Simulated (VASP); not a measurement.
## MgO: single point with LDA

MgO:

```
CELL_PARAMETERS angstrom
3.30779 0.00000 0.00000
-1.65389 2.86463 0.00000
0.00000 0.00000 4.98288
ATOMIC_POSITIONS crystal
Mg 0.33333 0.66667 0.00216
Mg 0.66667 0.33333 0.50216
O 0.33333 0.66667 0.40244
O 0.66667 0.33333 0.90244
```

```yaml
Program: VASP 6.6.1
Task: single point
Functional: LDA
Potentials_or_basis: VASP PAW LDA potentials, release 64 (Mg, O)
Cutoff: 520 eV
k_mesh: 9 × 9 × 6
Occupations: tetrahedron
Spin: no spin polarisation
Dipole_correction: no
Further_INCAR_settings: ALGO = Normal; EDIFF = 1e-06; NBANDS = 16
```

- Pressure: -5.4 GPa
- Largest force: 0.048 eV/Å
- Band gap on the k mesh: 3.36 eV, direct

Forces in eV/Å, atoms in the order of the input:
```
Mg   0.000  0.000  0.048
Mg   0.000  0.000  0.048
O    0.000  0.000 -0.048
O    0.000  0.000 -0.048
```

Stress tensor (GPa, compression positive):
```
-5.62  0.00  0.00
 0.00 -5.62  0.00
 0.00  0.00 -4.92
```

Levels at points of the mesh, in eV from the valence-band top:
```csv
k point,band 5,band 6,band 7,band 8,band 9,band 10,band 11,band 12
"(0.00, 0.00, 0.00)",-0.80,-0.45,-0.45,0.00,3.36,8.31,10.16,13.81
"(0.00, 0.00, 0.50)",-0.63,-0.63,-0.63,-0.63,5.86,5.86,12.96,12.96
```

It took 16 s on 1 thread of Intel(R) Xeon(R) Platinum 8559C (Emerald Rapids), with other jobs on the host, peak memory 0.17 GiB.

A k mesh can miss the band edges.
